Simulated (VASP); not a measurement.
# Ti3S2 (R32) in VASP: further runs

Aim: see how the results for Ti3S2 move with the level of theory and the settings. Levels: PBE, r2SCAN. Tasks: single point, relaxation of cell and atoms.

Everything below comes from runs of VASP 6.6.1. Logs are shortened: lines on timing, memory, paths and dates and some standing lists are left out, and cuts for length are marked.

### Step 1. The cell of the first run

Symmetry: R32, No. 155, trigonal system. The conventional cell has a = 5.426 Å, b = 5.426 Å, c = 9.713 Å, α = 90.00°, β = 90.00°, γ = 120.00°. Ti (site symmetry 2) has 4 S at 2.42 to 2.44 Å and 6 Ti at 3.12 to 3.15 Å within 3.2 Å. S (site symmetry 3) has 6 Ti at 2.42 to 2.44 Å and 3 S at 3.13 Å within 3.2 Å.

### Step 2. Single point, PBE

The input, INCAR:

```
SYSTEM = Ti3S2
PREC = Accurate
ENCUT = 520
EDIFF = 1E-6
ISMEAR = -1
SIGMA = 0.05
LREAL = .False.
LASPH = .True.
NELM = 60
ALGO = Normal
ISIF = 2
LWAVE = .False.
LCHARG = .True.
GGA = PE
LELF = .True.
LVHAR = .True.
NBANDS = 32
```

The input, KPOINTS:

```
regular mesh
0
Gamma
  6 6 6
  0 0 0
```

The input, POSCAR:

```
Ti3S2
1.0
    2.7131139241      1.5664170544      3.2376184047
   -2.7131139241      1.5664170544      3.2376184047
    0.0000000000     -3.1328341088      3.2376184047
Ti S
3 2
Direct
    0.0000000000      0.3356550000      0.6643450000
    0.6643450000      0.0000000000      0.3356550000
    0.3356550000      0.6643450000      0.0000000000
    0.1678390000      0.1678390000      0.1678390000
    0.8321610000      0.8321610000      0.8321610000
```

Potentials or basis: VASP PAW PBE potentials, release 64 (Ti_sv, S).

On the command line:

```console
cat potpaw_PBE.64/Ti_sv/POTCAR potpaw_PBE.64/S/POTCAR > POTCAR
mpirun -np 1 vasp_std > vasp.out
```

OUTCAR:

```text
SYSTEM = Ti3S2
   PREC = Accurate
   ENCUT = 520
   EDIFF = 1E-6
   ISMEAR = -1
   LREAL = .False.
   LASPH = .True.
   NELM = 60
   ISIF = 2
   GGA = PE

 ion  position               nearest neighbor table
   1  0.000  0.336  0.664-   4 2.42   5 2.42   4 2.44   5 2.44
   2  0.664  0.000  0.336-   5 2.42   4 2.42   5 2.44   4 2.44
   3  0.336  0.664  0.000-   4 2.42   5 2.42   4 2.44   5 2.44
   4  0.168  0.168  0.168-   3 2.42   1 2.42   2 2.42   1 2.44   2 2.44   3 2.44
   5  0.832  0.832  0.832-   3 2.42   2 2.42   1 2.42   2 2.44   1 2.44   3 2.44

  LATTYP: Found a trigonal (rhomboedric) cell.
 ALAT       =     4.5051994948
 COS(alpha) =     0.2746660548

  Lattice vectors:

 A1 = (   2.7131139241,   1.5664170544,   3.2376184047)
 A2 = (  -2.7131139241,   1.5664170544,   3.2376184047)
 A3 = (   0.0000000000,  -3.1328341088,   3.2376184047)

Analysis of symmetry for initial positions (statically):
=====================================================================
 Subroutine PRICEL returns:
 Original cell was already a primitive cell.

 Routine SETGRP: Setting up the symmetry group for a
 trigonal (rhombohedral) supercell.

 Subroutine GETGRP returns: Found  6 space group operations
 (whereof  6 operations were pure point group operations)
 out of a pool of 12 trial point group operations.

The static configuration has the point symmetry D_3 .

Analysis of symmetry for dynamics (positions and initial velocities):
=====================================================================
 Subroutine PRICEL returns:
 Original cell was already a primitive cell.

 Routine SETGRP: Setting up the symmetry group for a
 trigonal (rhombohedral) supercell.

 Subroutine GETGRP returns: Found  6 space group operations
 (whereof  6 operations were pure point group operations)
 out of a pool of 12 trial point group operations.

The dynamic configuration has the point symmetry D_3 .

 Subroutine INISYM returns: Found  6 space group operations
 (whereof  6 operations are pure point group operations),
 and found     1 'primitive' translations

----------------------------------------------------------------------------------------

                                     Primitive cell

  volume of cell :      82.5567

  direct lattice vectors                    reciprocal lattice vectors
     2.713113924  1.566417054  3.237618405     0.184290087  0.106399931  0.102956338
    -2.713113924  1.566417054  3.237618405    -0.184290087  0.106399931  0.102956338
     0.000000000 -3.132834109  3.237618405     0.000000000 -0.212799862  0.102956338

  length of vectors
     4.505199495  4.505199495  4.505199495     0.236397523  0.236397523  0.236397523

  position of ions in fractional coordinates (direct lattice)
     0.000000000  0.335655000  0.664345000
     0.664345000  0.000000000  0.335655000
     0.335655000  0.664345000  0.000000000
     0.167839000  0.167839000  0.167839000
     0.832161000  0.832161000  0.832161000

  ion indices of the primitive-cell ions
   primitive index   ion index
                 1           1
                 2           2
                 3           3
                 4           4
                 5           5

----------------------------------------------------------------------------------------

 KPOINTS: regular mesh

Automatic generation of k-mesh.
 Grid dimensions read from file:
 generate k-points for:    6    6    6

 Generating k-lattice:

  Cartesian coordinates                     Fractional coordinates (reciprocal lattice)
     0.030715014  0.017733322  0.017159390     0.166666667  0.000000000  0.000000000
    -0.030715014  0.017733322  0.017159390     0.000000000  0.166666667  0.000000000
     0.000000000 -0.035466644  0.017159390     0.000000000  0.000000000  0.166666667

  Length of vectors
     0.039399587  0.039399587  0.039399587

  Shift w.r.t. Gamma in fractional coordinates (k-lattice)
     0.000000000  0.000000000  0.000000000

 Subroutine IBZKPT returns following result:
 ===========================================

 Found     32 irreducible k-points:

 Following reciprocal coordinates:
            Coordinates               Weight
  0.000000  0.000000  0.000000      1.000000
  0.166667  0.000000  0.000000      6.000000
  0.333333 -0.000000  0.000000      6.000000
  0.500000  0.000000  0.000000      3.000000
  0.166667  0.166667  0.000000      6.000000
  0.333333  0.166667  0.000000     12.000000
[... 16 lines left out ...]
  0.500000  0.500000  0.166667      6.000000
 -0.333333  0.500000  0.166667     12.000000
 [... further k-points ...]
   k-points           NKPTS =     32   k-points in BZ     NKDIM =     32   number of bands    NBANDS=     32
   number of dos      NEDOS =    301   number of ions     NIONS =      5
   total plane-waves  NPLWV =  46656
   dimension x,y,z NGX =    36 NGY =   36 NGZ =   36
   dimension x,y,z NGXF=    72 NGYF=   72 NGZF=   72
   ions per type =               3   2
   NGX,Y,Z   is equivalent  to a cutoff of  13.28, 13.28, 13.28 a.u.
   NGXF,Y,Z  is equivalent  to a cutoff of  26.57, 26.57, 26.57 a.u.
 SYSTEM =  Ti3S2
   PREC   = accura    normal or accurate (medium, high low for compatibility)
   ISTART =      0    job   : 0-new  1-cont  2-samecut
   ICHARG =      2    charge: 1-file 2-atom 10-const
   ISPIN  =      1    spin polarized calculation?
   LNONCOLLINEAR =      F non collinear calculations
   LSORBIT =      F    spin-orbit coupling
   LASPH  =      T    aspherical Exc in radial PAW
   ENCUT  =  520.0 eV  38.22 Ry    6.18 a.u.   8.38  8.38  8.38*2*pi/ulx,y,z
   NELM   =     60;   NELMIN=  2; NELMDL= -5     # of ELM steps
   EDIFF  = 0.1E-05   stopping-criterion for ELM
   LREAL  =      F    real-space projection
   EDIFFG = 0.1E-04   stopping-criterion for IOM
   NSW    =      0    number of steps for IOM
   IBRION =     -1    ionic relax: 0-MD 1-quasi-New 2-CG
   NFREE  =      0    steps in history (QN), initial steepest desc. (CG)
   ISIF   =      2    stress and relaxation
   ISYM   =      2    0-nonsym 1-usesym 2-fastsym
   POTIM  = 0.5000    time-step for ionic-motion
   TEBEG  =    0.0;   TEEND  =   0.0 temperature during run
   PSTRESS=    0.0 pullay stress
   NELECT =      48.0000    total number of electrons
   NUPDOWN=      -1.0000    fix difference up-down
   EMIN   =  10.00;   EMAX   =-10.00  energy-range for DOS
   EFERMI =   0.00;   METHOD = LEGACY
   ISMEAR =    -1;   SIGMA  =   0.05  broadening in eV -4-tet -1-fermi 0-gaus
   EFERMI_NEDOS =   21; number of points for ismear=-14 and -15
   IALGO  =     38    algorithm
   IMIX   =      4    mixing-type and parameters
     AMIX     =   0.40;   BMIX     =  1.00
     AMIX_MAG =   1.60;   BMIX_MAG =  1.00
  volume/ion in A,a.u.               =      16.51       111.42
  Fermi-wavevector in a.u.,A,eV,Ry     =   1.366379  2.582082 25.401957  1.866991
  Thomas-Fermi vector in A             =   2.492525
   LORBIT       =      0    0 simple, 1 ext, 2 COOP (PROOUT), +10 PAW based schemes
   GGA     = PE    functional components
   LHFCALC =     F    Hartree Fock is set to
   AEXX    =    0.0000 exact exchange contribution
   IVDW    =     0    specifies the selected vdW correction
   LEPSILON=     F    determine dielectric tensor
   LRPA    =     F    only Hartree local field effects (RPA)
 non-spin polarized calculation
  energy-cutoff  :      520.00
  volume of cell :       82.56
 maximum number of plane-waves:      2238
 NGX is ok and might be reduce to    36
   NGX = 17   NGY = 17   NGZ = 17

 number of electron      47.9999995 magnetization

 Free energy of the ion-electron system (eV)
  ---------------------------------------------------
  ext. energy  EPLUGINS =         0.00000000
  ---------------------------------------------------
  free energy    TOTEN  =       -36.50717575 eV

  energy without entropy =      -36.48795650  energy(sigma->0) =      -36.49756613

 E-fermi :   8.5483     XC(G=0): -11.2349

 val. band max:        8.5355691896   @ k =   0.0000   0.0000   0.0000
 cond. band min:       8.5851498663   @ k =   0.5000   0.1667   0.1667
 fundamental gap:      0.0495806767
 Fermi energy:         8.5483037363

 k-point     1 :       0.0000    0.0000    0.0000
  band No.  band energies     occupation
      1     -48.4506      2.00000
      2     -48.4019      2.00000
      3     -48.4019      2.00000
      4     -24.8107      2.00000
      5     -24.8107      2.00000
      6     -24.7626      2.00000
[... 24 lines left out ...]
     31      10.9551      0.00000
     32      11.3666      0.00000

 k-point     2 :       0.1667    0.0000    0.0000
  band No.  band energies     occupation
      1     -48.4471      2.00000
      2     -48.4057      2.00000
      3     -48.4016      2.00000
      4     -24.8319      2.00000
      5     -24.7914      2.00000
      6     -24.7864      2.00000
[... 24 lines left out ...]
     31      11.1789      0.00000
     32      11.2544      0.00000

 k-point     3 :       0.3333   -0.0000    0.0000
  band No.  band energies     occupation
      1     -48.4377      2.00000
      2     -48.4139      2.00000
      3     -48.4026      2.00000
      4     -24.8486      2.00000
      5     -24.8080      2.00000
      6     -24.7765      2.00000
[... 24 lines left out ...]
     31      11.0971      0.00000
     32      11.2556      0.00000

 k-point     4 :       0.5000    0.0000    0.0000
  band No.  band energies     occupation
      1     -48.4257      2.00000
      2     -48.4252      2.00000
      3     -48.4032      2.00000
      4     -24.8549      2.00000
      5     -24.8163      2.00000
      6     -24.7651      2.00000
[... 654 lines left out ...]
     31      11.0072      0.00000
     32      11.1096      0.00000

 k-point    23 :       0.5000    0.5000    0.1667
  band No.  band energies     occupation
      1     -48.4280      2.00000
      2     -48.4139      2.00000
      3     -48.4117      2.00000
      4     -24.8846      2.00000
      5     -24.8357      2.00000
      6     -24.7993      2.00000
[... 24 lines left out ...]
     31      10.8503      0.00000
     32      11.0113      0.00000

 k-point    24 :      -0.3333    0.5000    0.1667
  band No.  band energies     occupation
      1     -48.4203      2.00000
      2     -48.4175      2.00000
      3     -48.4159      2.00000
      4     -24.8848      2.00000
      5     -24.8247      2.00000
      6     -24.7796      2.00000
[... 24 lines left out ...]
     31      10.9027      0.00000
     32      11.1437      0.00000

 [... further k-points ...]

------------------------ aborting loop because EDIFF is reached ----------------------------------------

  FORCE on cell =-STRESS in cart. coord.  units (eV):
  Direction    XX          YY          ZZ          XY          YZ          ZX
  --------------------------------------------------------------------------------------
  -------------------------------------------------------------------------------------
  Total        0.2264025      0.2264025      0.1856382      0.0000000      0.0000000      0.0000000
  in kB        4.3937909      4.3937909      3.6026796      0.0000000      0.0000000      0.0000000
  external PRESSURE =       4.1300871 kB  Pullay stress =       0.0000000 kB

 VOLUME and BASIS-vectors are now :
 -----------------------------------------------------------------------------
  energy-cutoff  :      520.00
  volume of cell :       82.56
      direct lattice vectors                 reciprocal lattice vectors
     2.713113924  1.566417054  3.237618405     0.184290087  0.106399931  0.102956338
    -2.713113924  1.566417054  3.237618405    -0.184290087  0.106399931  0.102956338
     0.000000000 -3.132834109  3.237618405     0.000000000 -0.212799862  0.102956338

 POSITION                                       TOTAL-FORCE (eV/Angst)
 -----------------------------------------------------------------------------------
     -0.91067     -1.55551      3.23762        -0.017743      0.030732      0.000000
      1.80244     -0.01091      3.23762        -0.017743     -0.030732      0.000000
     -0.89177      1.56642      3.23762         0.035486      0.000000      0.000000
      0.00000      0.00000      1.63020         0.000000     -0.000000      0.029252
      0.00000      0.00000      8.08266         0.000000      0.000000     -0.029252
 -----------------------------------------------------------------------------------
    total drift:                                0.000000      0.000000     -0.000000

  FREE ENERGIE OF THE ION-ELECTRON SYSTEM (eV)
  ---------------------------------------------------
  free  energy   TOTEN  =       -36.5071757539 eV

  energy  without entropy=      -36.4879565003  energy(sigma->0) =      -36.49756613
```

Run time: 80 s. Hardware: 1 thread of Intel Xeon Platinum 8488C (Sapphire Rapids), shared host; peak memory 0.23 GiB.

Results:

```
Free energy            : -36.5072 eV
Pressure               : 0.4 GPa
Largest force          : 0.035 eV/Å
Band gap on the k mesh : zero (band 24 reaches 8.61 eV, above the bottom of band 25 at 8.40 eV)
```

Forces on the atoms (eV/Å):
```
Ti  -0.018  0.031  0.000
Ti  -0.018 -0.031  0.000
Ti   0.035  0.000  0.000
S    0.000  0.000  0.029
S    0.000  0.000 -0.029
```

Levels at points of the mesh, in eV from the Fermi level:
```tsv
k point	band 20	band 21	band 22	band 23	band 24	band 25	band 26	band 27	band 28	band 29
(0.00, 0.00, 0.00)	-3.93	-2.14	-1.40	-0.01	-0.01	0.57	0.57	1.78	1.78	1.92
(0.50, 0.00, 0.00)	-3.30	-0.93	-0.89	-0.67	-0.44	-0.15	0.83	1.29	1.38	1.83
(0.50, 0.50, 0.00)	-3.40	-1.45	-1.03	-0.69	-0.21	0.10	0.68	1.37	1.53	1.53
(0.50, 0.50, 0.50)	-4.12	-0.82	-0.17	-0.17	-0.06	0.31	0.31	0.82	0.82	1.89
```

### Step 3. Single point, PBE

This run uses another cell than the first one, of 16.56 Å³/atom, 1.003 times its volume.

The input, INCAR:

```
ALGO     = Normal         # electronic algorithm
EDIFF    = 1E-7           # SCF threshold, eV
ENCUT    = 520            # plane-wave cutoff, eV
GGA      = PE             # functional
ISIF     = 2              # what is computed and relaxed
ISMEAR   = -1             # smearing method
LASPH    = True           # aspherical terms in the spheres
LCHARG   = False          # write CHGCAR
LREAL    = False          # projectors in reciprocal space
LWAVE    = False          # write WAVECAR
NBANDS   = 32             # bands
NELM     = 80             # most SCF steps
PREC     = Accurate       # precision mode
SIGMA    = 0.05           # smearing width, eV
```

The input, KPOINTS:

```
k-points
0
Gamma
  6 6 6
```

The input, POSCAR:

```
Ti3S2
1.0
    2.7178591543      1.5691567144      3.2357449428
   -2.7178591543      1.5691567144      3.2357449428
    0.0000000000     -3.1383134288      3.2357449428
Ti S
3 2
Direct
    0.0000000000      0.3357528248      0.6642471752
    0.6642471752      0.0000000000      0.3357528248
    0.3357528248      0.6642471752      0.0000000000
    0.1681450639      0.1681450639      0.1681450639
    0.8318549361      0.8318549361      0.8318549361
```

Potentials or basis: VASP PAW PBE potentials, release 64 (Ti_sv, S).

On the command line:

```console
cat potpaw_PBE.64/Ti_sv/POTCAR potpaw_PBE.64/S/POTCAR > POTCAR
mpirun -np 1 vasp_std > vasp.out
```

Run time: 79 s. Hardware: 1 thread of Intel Xeon Platinum 8488C (Sapphire Rapids), shared host; peak memory 0.23 GiB.

Results (log left out):

| Quantity | Value |
| --- | --- |
| Free energy | -36.5077 eV |
| Pressure | 0.1 GPa |
| Largest force | 0.005 eV/Å |
| Band gap on the k mesh | zero (band 24 reaches 8.58 eV, above the bottom of band 25 at 8.36 eV) |

Forces on the atoms (eV/Å):
```
Ti  -0.002  0.004  0.000
Ti  -0.002 -0.004  0.000
Ti   0.004  0.000  0.000
S    0.000  0.000 -0.005
S    0.000  0.000  0.005
```

Stress tensor (GPa, compression positive):
```
0.04 0.00 0.00
0.00 0.04 0.00
0.00 0.00 0.12
```

Levels at points of the mesh, in eV from the Fermi level:
| k point | band 21 | band 22 | band 23 | band 24 | band 25 | band 26 | band 27 | band 28 |
| --- | --- | --- | --- | --- | --- | --- | --- | --- |
| (0.00, 0.00, 0.00) | -2.13 | -1.40 | -0.01 | -0.01 | 0.57 | 0.57 | 1.78 | 1.78 |
| (0.50, 0.00, 0.00) | -0.93 | -0.89 | -0.66 | -0.44 | -0.15 | 0.83 | 1.29 | 1.38 |
| (0.50, 0.50, 0.00) | -1.44 | -1.03 | -0.68 | -0.21 | 0.10 | 0.67 | 1.36 | 1.52 |
| (0.50, 0.50, 0.50) | -0.82 | -0.16 | -0.16 | -0.05 | 0.30 | 0.30 | 0.81 | 0.81 |

### Step 4. Single point, r2SCAN

This run uses another cell than the first one, of 16.47 Å³/atom, 0.997 times its volume.

The input, POSCAR:

```
Ti3S2
1.0
    2.7128615668      1.5662713559      3.2300307707
   -2.7128615668      1.5662713559      3.2300307707
    0.0000000000     -3.1325427118      3.2300307707
Ti S
3 2
Direct
    0.0000000000      0.3350158031      0.6649841969
    0.6649841969      0.0000000000      0.3350158031
    0.3350158031      0.6649841969      0.0000000000
    0.1684581111      0.1684581111      0.1684581111
    0.8315418889      0.8315418889      0.8315418889
```

The input, INCAR.step1:

```
SYSTEM = Ti3S2
ALGO = Normal
EDIFF = 1E-4
ENCUT = 520
GGA = PE
ISMEAR = -1
LASPH = .TRUE.
LCHARG = .FALSE.
LREAL = .FALSE.
LWAVE = .TRUE.
NBANDS = 32
NELM = 100
PREC = Accurate
SIGMA = 0.05
```

The input, INCAR.step2:

```
SYSTEM = Ti3S2
ALGO = Normal
EDIFF = 1E-6
ENCUT = 520
ISIF = 2
ISMEAR = -1
ISTART = 1
LASPH = .TRUE.
LCHARG = .TRUE.
LELF = .TRUE.
LMIXTAU = .TRUE.
LREAL = .FALSE.
LVHAR = .TRUE.
LWAVE = .FALSE.
METAGGA = R2SCAN
NBANDS = 32
NELM = 100
PREC = Accurate
SIGMA = 0.05
```

The input, KPOINTS:

```
k-points
0
G
  6 6 6
  0 0 0
```

On the command line:

```console
cat potpaw_PBE.64/Ti_sv/POTCAR potpaw_PBE.64/S/POTCAR > POTCAR
cp INCAR.step1 INCAR
mpirun -np 1 vasp_std > vasp.out
cp INCAR.step2 INCAR
mpirun -np 1 vasp_std > vasp.out
```

It took 4.3 min on 1 thread of Intel Xeon Platinum 8488C (Sapphire Rapids), shared host; peak memory 0.25 GiB.

It converged, with:

- Free energy: -60.1921 eV
- Pressure: 0.5 GPa
- Largest force: 0.022 eV/Å
- Band gap on the k mesh: zero (band 24 reaches 8.75 eV, above the bottom of band 25 at 8.48 eV)

Forces on the atoms (eV/Å):
```
Ti  -0.011  0.019  0.000
Ti  -0.011 -0.019  0.000
Ti   0.022  0.000  0.000
S    0.000  0.000  0.001
S    0.000  0.000 -0.001
```

Stress tensor (GPa, compression positive):
```
0.38 0.00 0.00
0.00 0.38 0.00
0.00 0.00 0.64
```

Levels at points of the mesh, in eV from the Fermi level:
| k point | band 20 | band 21 | band 22 | band 23 | band 24 | band 25 | band 26 | band 27 | band 28 | band 29 |
| --- | --- | --- | --- | --- | --- | --- | --- | --- | --- | --- |
| (0.00, 0.00, 0.00) | -4.24 | -2.29 | -1.42 | -0.06 | -0.06 | 0.66 | 0.66 | 1.99 | 1.99 | 2.06 |
| (0.50, 0.00, 0.00) | -3.58 | -1.00 | -0.97 | -0.70 | -0.50 | -0.16 | 0.97 | 1.46 | 1.55 | 1.95 |
| (0.50, 0.50, 0.00) | -3.68 | -1.53 | -1.05 | -0.76 | -0.25 | 0.16 | 0.80 | 1.54 | 1.65 | 1.65 |
| (0.50, 0.50, 0.50) | -4.42 | -0.89 | -0.17 | -0.17 | -0.03 | 0.38 | 0.38 | 0.95 | 0.95 | 2.04 |

Caveat: the PAW data sets were made with another functional, which shifts forces and pressure a little.

(Continued in part 2 of 2.)
